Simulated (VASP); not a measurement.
# TiC in VASP: a series of runs

The runs below take TiC through single point, with LDA.

Everything below comes from runs of VASP 6.6.1. Logs are shortened: lines on timing, memory, paths and dates and some standing lists are left out, and cuts for length are marked.

## 1. The cell of the first run

The cell holds a slab with vacuum, 14 atoms: a = 3.013 Å, b = 3.013 Å, c = 27.782 Å, α = 90.00°, β = 90.00°, γ = 90.00°.

## 2. Single point, LDA

File INCAR:

```
PREC     = Accurate       # precision mode
ENCUT    = 520            # plane-wave cutoff, eV
EDIFF    = 1E-6           # SCF threshold, eV
ISMEAR   = 0              # smearing method
SIGMA    = 0.1            # smearing width, eV
LREAL    = False          # projectors in reciprocal space
LASPH    = True           # aspherical terms in the spheres
NELM     = 60             # most SCF steps
ALGO     = Normal         # electronic algorithm
ISIF     = 2              # what is computed and relaxed
LWAVE    = False          # write WAVECAR
LCHARG   = False          # write CHGCAR
LDIPOL   = True         
IDIPOL   = 3            
DIPOL    = 0.5 0.5 0.500
NBANDS   = 69             # bands
```

File KPOINTS:

```
Automatic mesh
0
Gamma
  11 11 1
```

File POSCAR:

```
TiC
1.0
    3.0128567032      0.0000000000      0.0000000000
    0.0000000000      3.0128567032      0.0000000000
    0.0000000000      0.0000000000     27.7824684333
Ti C
7 7
Direct
    0.5000000000      0.5000000000      0.2699544145
    0.0000000000      0.0000000000      0.3466362764
    0.5000000000      0.5000000000      0.4233181382
    0.0000000000      0.0000000000      0.5000000000
    0.5000000000      0.5000000000      0.5766818618
    0.0000000000      0.0000000000      0.6533637236
    0.5000000000      0.5000000000      0.7300455855
    0.0000000000      0.0000000000      0.2699544145
    0.5000000000      0.5000000000      0.3466362764
    0.0000000000      0.0000000000      0.4233181382
    0.5000000000      0.5000000000      0.5000000000
    0.0000000000      0.0000000000      0.5766818618
    0.5000000000      0.5000000000      0.6533637236
    0.0000000000      0.0000000000      0.7300455855
```

Potentials or basis: VASP PAW LDA potentials, release 64 (Ti_sv, C).

The run is started by

```bash
$ cat potpaw_LDA.64/Ti_sv/POTCAR potpaw_LDA.64/C/POTCAR > POTCAR
$ mpirun -np 1 vasp_std > vasp.out
```

OUTCAR:

```text
PREC = Accurate
   ENCUT = 520
   EDIFF = 1E-6
   ISMEAR = 0
   LREAL = False
   LASPH = True
   NELM = 60
   ISIF = 2

 ion  position               nearest neighbor table
   1  0.500  0.500  0.270-   8 2.13   8 2.13   8 2.13   8 2.13   9 2.13
   2  0.000  0.000  0.347-  10 2.13   9 2.13   9 2.13   9 2.13   9 2.13   8 2.13
   3  0.500  0.500  0.423-  11 2.13   9 2.13  10 2.13  10 2.13  10 2.13  10 2.13
   4  0.000  0.000  0.500-  10 2.13  12 2.13  11 2.13  11 2.13  11 2.13  11 2.13
   5  0.500  0.500  0.577-  11 2.13  13 2.13  12 2.13  12 2.13  12 2.13  12 2.13
   6  0.000  0.000  0.653-  12 2.13  13 2.13  13 2.13  13 2.13  13 2.13  14 2.13
   7  0.500  0.500  0.730-  14 2.13  14 2.13  14 2.13  14 2.13  13 2.13
   8  0.000  0.000  0.270-   1 2.13   1 2.13   1 2.13   1 2.13   2 2.13
   9  0.500  0.500  0.347-   3 2.13   2 2.13   2 2.13   2 2.13   2 2.13   1 2.13
  10  0.000  0.000  0.423-   4 2.13   2 2.13   3 2.13   3 2.13   3 2.13   3 2.13
  11  0.500  0.500  0.500-   3 2.13   5 2.13   4 2.13   4 2.13   4 2.13   4 2.13
  12  0.000  0.000  0.577-   4 2.13   6 2.13   5 2.13   5 2.13   5 2.13   5 2.13
  13  0.500  0.500  0.653-   5 2.13   6 2.13   6 2.13   6 2.13   6 2.13   7 2.13
  14  0.000  0.000  0.730-   7 2.13   7 2.13   7 2.13   7 2.13   6 2.13

  LATTYP: Found a simple tetragonal cell.
 ALAT       =     3.0128567032
 C/A-ratio  =     9.2213042870

  Lattice vectors:

 A1 = (   3.0128567032,   0.0000000000,   0.0000000000)
 A2 = (   0.0000000000,   3.0128567032,   0.0000000000)
 A3 = (   0.0000000000,   0.0000000000,  27.7824684333)

Analysis of symmetry for initial positions (statically):
=====================================================================
 Subroutine PRICEL returns:
 Original cell was already a primitive cell.

 Routine SETGRP: Setting up the symmetry group for a
 simple tetragonal supercell.

 Subroutine GETGRP returns: Found 16 space group operations
 (whereof 16 operations were pure point group operations)
 out of a pool of 16 trial point group operations.

The static configuration has the point symmetry D_4h.

Analysis of symmetry for dynamics (positions and initial velocities):
=====================================================================
 Subroutine PRICEL returns:
 Original cell was already a primitive cell.

 Routine SETGRP: Setting up the symmetry group for a
 simple tetragonal supercell.

 Subroutine GETGRP returns: Found 16 space group operations
 (whereof 16 operations were pure point group operations)
 out of a pool of 16 trial point group operations.

The dynamic configuration has the point symmetry D_4h.

 Subroutine INISYM returns: Found 16 space group operations
 (whereof 16 operations are pure point group operations),
 and found     1 'primitive' translations

----------------------------------------------------------------------------------------

                                     Primitive cell

  volume of cell :     252.1900

  direct lattice vectors                    reciprocal lattice vectors
     3.012856703  0.000000000  0.000000000     0.331910907  0.000000000  0.000000000
     0.000000000  3.012856703  0.000000000     0.000000000  0.331910907  0.000000000
     0.000000000  0.000000000 27.782468433     0.000000000  0.000000000  0.035993922

  length of vectors
     3.012856703  3.012856703 27.782468433     0.331910907  0.331910907  0.035993922

  position of ions in fractional coordinates (direct lattice)
     0.500000000  0.500000000  0.269954414
     0.000000000  0.000000000  0.346636276
     0.500000000  0.500000000  0.423318138
     0.000000000  0.000000000  0.500000000
     0.500000000  0.500000000  0.576681862
     0.000000000  0.000000000  0.653363724
     0.500000000  0.500000000  0.730045586
     0.000000000  0.000000000  0.269954414
     0.500000000  0.500000000  0.346636276
     0.000000000  0.000000000  0.423318138
     0.500000000  0.500000000  0.500000000
     0.000000000  0.000000000  0.576681862
     0.500000000  0.500000000  0.653363724
     0.000000000  0.000000000  0.730045586

  ion indices of the primitive-cell ions
   primitive index   ion index
                 1           1
                 2           2
                 3           3
                 4           4
                 5           5
                 6           6
[... 29 lines left out ...]

 Subroutine IBZKPT returns following result:
 ===========================================

 Found     21 irreducible k-points:

 Following reciprocal coordinates:
            Coordinates               Weight
  0.000000  0.000000  0.000000      1.000000
  0.090909  0.000000  0.000000      4.000000
  0.181818  0.000000  0.000000      4.000000
  0.272727  0.000000  0.000000      4.000000
  0.363636  0.000000  0.000000      4.000000
  0.454545  0.000000  0.000000      4.000000
[... 13 lines left out ...]
  0.454545  0.363636  0.000000      8.000000
  0.454545  0.454545  0.000000      4.000000
   k-points           NKPTS =     21   k-points in BZ     NKDIM =     21   number of bands    NBANDS=     69
   number of dos      NEDOS =    301   number of ions     NIONS =     14
   total plane-waves  NPLWV = 120960
   dimension x,y,z NGX =    24 NGY =   24 NGZ =  210
   dimension x,y,z NGXF=    48 NGYF=   48 NGZF=  420
   ions per type =               7   7
   NGX,Y,Z   is equivalent  to a cutoff of  13.24, 13.24, 12.57 a.u.
   NGXF,Y,Z  is equivalent  to a cutoff of  26.49, 26.49, 25.13 a.u.
 SYSTEM =  unknown system
   PREC   = accura    normal or accurate (medium, high low for compatibility)
   ISTART =      0    job   : 0-new  1-cont  2-samecut
   ICHARG =      2    charge: 1-file 2-atom 10-const
   ISPIN  =      1    spin polarized calculation?
   LNONCOLLINEAR =      F non collinear calculations
   LSORBIT =      F    spin-orbit coupling
   LASPH  =      T    aspherical Exc in radial PAW
   ENCUT  =  520.0 eV  38.22 Ry    6.18 a.u.   5.60  5.60 51.66*2*pi/ulx,y,z
   NELM   =     60;   NELMIN=  2; NELMDL= -5     # of ELM steps
   EDIFF  = 0.1E-05   stopping-criterion for ELM
   LREAL  =      F    real-space projection
   EDIFFG = 0.1E-04   stopping-criterion for IOM
   NSW    =      0    number of steps for IOM
   IBRION =     -1    ionic relax: 0-MD 1-quasi-New 2-CG
   NFREE  =      0    steps in history (QN), initial steepest desc. (CG)
   ISIF   =      2    stress and relaxation
   ISYM   =      2    0-nonsym 1-usesym 2-fastsym
   POTIM  = 0.5000    time-step for ionic-motion
   TEBEG  =    0.0;   TEEND  =   0.0 temperature during run
   PSTRESS=    0.0 pullay stress
   NELECT =     112.0000    total number of electrons
   NUPDOWN=      -1.0000    fix difference up-down
   EMIN   =  10.00;   EMAX   =-10.00  energy-range for DOS
   EFERMI =   0.00;   METHOD = LEGACY
   ISMEAR =     0;   SIGMA  =   0.10  broadening in eV -4-tet -1-fermi 0-gaus
   EFERMI_NEDOS =   21; number of points for ismear=-14 and -15
   IALGO  =     38    algorithm
   IMIX   =      4    mixing-type and parameters
     AMIX     =   0.40;   BMIX     =  1.00
     AMIX_MAG =   1.60;   BMIX_MAG =  1.00
  volume/ion in A,a.u.               =      18.01       121.56
  Fermi-wavevector in a.u.,A,eV,Ry     =   1.249026  2.360317 21.225996  1.560067
  Thomas-Fermi vector in A             =   2.383086
   LORBIT       =      0    0 simple, 1 ext, 2 COOP (PROOUT), +10 PAW based schemes
   GGA     = CA    functional components
   LHFCALC =     F    Hartree Fock is set to
   AEXX    =    0.0000 exact exchange contribution
   IVDW    =     0    specifies the selected vdW correction
   LEPSILON=     F    determine dielectric tensor
   LRPA    =     F    only Hartree local field effects (RPA)
 non-spin polarized calculation
 Gauss-broadening in eV      SIGMA  =   0.10
  energy-cutoff  :      520.00
  volume of cell :      252.19
 maximum number of plane-waves:      6839
 NGX is ok and might be reduce to    24
   NGX = 11   NGY = 11   NGZ =103

 dipolmoment           0.000000      0.000000      0.000000 electrons x Angstroem

 number of electron     112.0000002 magnetization

 dipolmoment           0.000000      0.000000     -0.000000 electrons x Angstroem

 Free energy of the ion-electron system (eV)
  ---------------------------------------------------
  ext. energy  EPLUGINS =         0.00000000
  ---------------------------------------------------
  free energy    TOTEN  =      -141.29546890 eV

  energy without entropy =     -141.28268832  energy(sigma->0) =     -141.28907861

 E-fermi :   3.1815     XC(G=0):  -7.8121

 val. band max:        3.1662467370   @ k =   0.0000   0.0000   0.0000
 cond. band min:       3.1824268886   @ k =   0.4545   0.3636   0.0000
 fundamental gap:      0.0161801516
 Fermi energy:         3.1814752329

 k-point     1 :       0.0000    0.0000    0.0000
  band No.  band energies     occupation
      1     -52.5113      2.00000
      2     -52.5077      2.00000
      3     -52.4936      2.00000
      4     -52.4616      2.00000
      5     -52.4255      2.00000
      6     -52.3939      2.00000
[... 1480 lines left out ...]
     67       6.4018      0.00000
     68       6.5371      0.00000
 [bands above 68 left out]

------------------------ aborting loop because EDIFF is reached ----------------------------------------

 vacuum level on the upper side and lower side of the slab       (xc-potential included)        -0.167        -0.167

  FORCE on cell =-STRESS in cart. coord.  units (eV):
  Direction    XX          YY          ZZ          XY          YZ          ZX
  --------------------------------------------------------------------------------------
  -------------------------------------------------------------------------------------
  Total       -4.0990040     -4.0990040     -1.8800754      0.0000000     -0.0000000      0.0000000
  in kB      -26.0412092    -26.0412092    -11.9442275      0.0000000     -0.0000000      0.0000000
  external PRESSURE =     -21.3422153 kB  Pullay stress =       0.0000000 kB

 VOLUME and BASIS-vectors are now :
 -----------------------------------------------------------------------------
  energy-cutoff  :      520.00
  volume of cell :      252.19
      direct lattice vectors                 reciprocal lattice vectors
     3.012856703  0.000000000  0.000000000     0.331910907  0.000000000  0.000000000
     0.000000000  3.012856703  0.000000000     0.000000000  0.331910907  0.000000000
     0.000000000  0.000000000 27.782468433     0.000000000  0.000000000  0.035993922

 POSITION                                       TOTAL-FORCE (eV/Angst)
 -----------------------------------------------------------------------------------
      1.50643      1.50643      7.50000         0.000000      0.000000      1.427099
      0.00000      0.00000      9.63041        -0.000000      0.000000      0.262785
      1.50643      1.50643     11.76082         0.000000     -0.000000      0.102274
      0.00000      0.00000     13.89123         0.000000      0.000000     -0.000000
      1.50643      1.50643     16.02165        -0.000000     -0.000000     -0.102274
      0.00000      0.00000     18.15206         0.000000      0.000000     -0.262785
      1.50643      1.50643     20.28247         0.000000     -0.000000     -1.427099
      0.00000      0.00000      7.50000         0.000000      0.000000     -0.966706
      1.50643      1.50643      9.63041        -0.000000      0.000000     -0.698260
      0.00000      0.00000     11.76082        -0.000000      0.000000     -0.185169
      1.50643      1.50643     13.89123         0.000000      0.000000     -0.000000
      0.00000      0.00000     16.02165        -0.000000      0.000000      0.185169
      1.50643      1.50643     18.15206         0.000000      0.000000      0.698260
      0.00000      0.00000     20.28247         0.000000      0.000000      0.966706
 -----------------------------------------------------------------------------------
    total drift:                                0.000000     -0.000000     -0.000000

  FREE ENERGIE OF THE ION-ELECTRON SYSTEM (eV)
  ---------------------------------------------------
  free  energy   TOTEN  =      -141.2954689034 eV

  energy  without entropy=     -141.2826883166  energy(sigma->0) =     -141.28907861

 vacuum level on the upper side and lower side of the slab         7.550         7.550
```

Wall time 7.4 min (1 thread of Intel Xeon 6975P-C (Granite Rapids), shared host); peak memory 0.43 GiB.

Results:

* Free energy: -141.2955 eV
* Largest force: 1.427 eV/Å
* Band gap on the k mesh: zero (bands 56 and 57 overlap by 0.60 eV)

Forces in eV/Å, atoms in the order of the input:
```
Ti   0.000  0.000  1.427
Ti   0.000  0.000  0.263
Ti   0.000  0.000  0.102
Ti   0.000  0.000  0.000
Ti   0.000  0.000 -0.102
Ti   0.000  0.000 -0.263
Ti   0.000  0.000 -1.427
C    0.000  0.000 -0.967
C    0.000  0.000 -0.698
C    0.000  0.000 -0.185
C    0.000  0.000  0.000
C    0.000  0.000  0.185
C    0.000  0.000  0.698
C    0.000  0.000  0.967
```

Levels at points of the mesh, in eV from the Fermi level:
| k point | band 54 | band 55 | band 56 | band 57 | band 58 | band 59 |
| --- | --- | --- | --- | --- | --- | --- |
| (0.00, 0.00, 0.00) | -0.02 | -0.02 | 0.20 | 0.20 | 0.37 | 0.49 |

## 3. Single point, LDA

File INCAR:

```
SYSTEM = TiC
PREC     = Accurate       ! precision mode
ENCUT    = 520            ! plane-wave cutoff, eV
EDIFF    = 1E-7           ! SCF threshold, eV
ISMEAR   = 0              ! smearing method
SIGMA    = 0.1            ! smearing width, eV
LREAL    = .False.        ! projectors in reciprocal space
LASPH    = .True.         ! aspherical terms in the spheres
NELM     = 80             ! most SCF steps
ALGO     = Normal         ! electronic algorithm
ISIF     = 2              ! what is computed and relaxed
LWAVE    = .False.        ! write WAVECAR
LCHARG   = .True.         ! write CHGCAR
LDIPOL   = .True.       
IDIPOL   = 3            
DIPOL    = 0.5 0.5 0.500
LELF     = .True.         ! ELF
LVHAR    = .True.       
LVACPOTAV= .True.       
NBANDS   = 69             ! bands
```

File KPOINTS:

```
Automatic mesh
0
Gamma
  11 11 1
  0 0 0
```

File POSCAR:

```
TiC
1.0
    3.0128567032      0.0000000000      0.0000000000
    0.0000000000      3.0128567032      0.0000000000
    0.0000000000      0.0000000000     27.7824684333
Ti C
7 7
Direct
    0.5000000000      0.5000000000      0.2725768443
    0.0000000000      0.0000000000      0.3473376099
    0.5000000000      0.5000000000      0.4235817937
    0.0000000000      0.0000000000      0.4999999985
    0.5000000000      0.5000000000      0.5764182050
    0.0000000000      0.0000000000      0.6526623897
    0.5000000000      0.5000000000      0.7274231588
    0.0000000000      0.0000000000      0.2687718707
    0.5000000000      0.5000000000      0.3462275216
    0.0000000000      0.0000000000      0.4229794263
    0.5000000000      0.5000000000      0.4999999974
    0.0000000000      0.0000000000      0.5770205733
    0.5000000000      0.5000000000      0.6537724786
    0.0000000000      0.0000000000      0.7312281324
```

Potentials or basis: VASP PAW LDA potentials, release 64 (Ti_sv, C).

The run is started by

```bash
$ cat potpaw_LDA.64/Ti_sv/POTCAR potpaw_LDA.64/C/POTCAR > POTCAR
$ mpirun -np 1 vasp_std > vasp.out
```

It took 8 min on 1 thread of Intel Xeon 6975P-C (Granite Rapids), shared host; peak memory 0.44 GiB.

It converged, with:

* Free energy: -141.4488 eV
* Largest force: 0.030 eV/Å
* Band gap on the k mesh: zero (bands 56 and 57 overlap by 0.78 eV)

Forces on the atoms (eV/Å):
```
Ti   0.000  0.000 -0.030
Ti   0.000  0.000 -0.006
Ti   0.000  0.000  0.000
Ti   0.000  0.000  0.000
Ti   0.000  0.000  0.000
Ti   0.000  0.000  0.006
Ti   0.000  0.000  0.030
C    0.000  0.000 -0.020
C    0.000  0.000  0.009
C    0.000  0.000  0.002
C    0.000  0.000  0.000
C    0.000  0.000 -0.002
C    0.000  0.000 -0.009
C    0.000  0.000  0.020
```

Levels at points of the mesh, in eV from the Fermi level:
| k point | band 52 | band 53 | band 54 | band 55 | band 56 | band 57 | band 58 | band 59 | band 60 | band 61 |
| --- | --- | --- | --- | --- | --- | --- | --- | --- | --- | --- |
| (0.00, 0.00, 0.00) | -0.01 | -0.01 | -0.01 | 0.07 | 0.28 | 0.28 | 0.52 | 0.64 | 0.64 | 0.70 |
